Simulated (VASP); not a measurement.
A run of VASP 6.6.1:

INCAR

```
SYSTEM = Au
ALGO = Normal
EDIFF = 1E-6
ENCUT = 520
GGA = CA
ISIF = 2
ISMEAR = -1
LASPH = .TRUE.
LCHARG = .TRUE.
LELF = .TRUE.
LREAL = .FALSE.
LVHAR = .TRUE.
LWAVE = .FALSE.
NBANDS = 30
NELM = 80
PREC = Accurate
SIGMA = 0.1
```

File KPOINTS:

```
k-points
0
G
  14 14 4
  0 0 0
```

File POSCAR:

```
Au
1.0
    2.8051628486      0.0000000000      0.0000000000
   -1.4025814243      2.4293422887      0.0000000000
    0.0000000000      0.0000000000      9.3402364850
Au
4
Direct
    0.0000000000      1.0000000000      0.0000000000
    0.0000000000      1.0000000000      0.5000000000
    0.3333333333      0.6666666667      0.2500000000
    0.6666666667      0.3333333333      0.7500000000
```

Potentials or basis: VASP PAW LDA potentials, release 64 (Au).

Run with:

```console
$ cat potpaw_LDA.64/Au/POTCAR > POTCAR
$ mpirun -np 1 vasp_std > vasp.out
```

Hardware: 1 thread of Intel(R) Xeon(R) Platinum 8559C (Emerald Rapids), on a shared host.

How long does it take, and how much memory?

It took 110 s on 1 thread of Intel(R) Xeon(R) Platinum 8559C (Emerald Rapids), on a shared host, peak memory 0.22 GiB. Counts: scf iterations 11, k points 72.
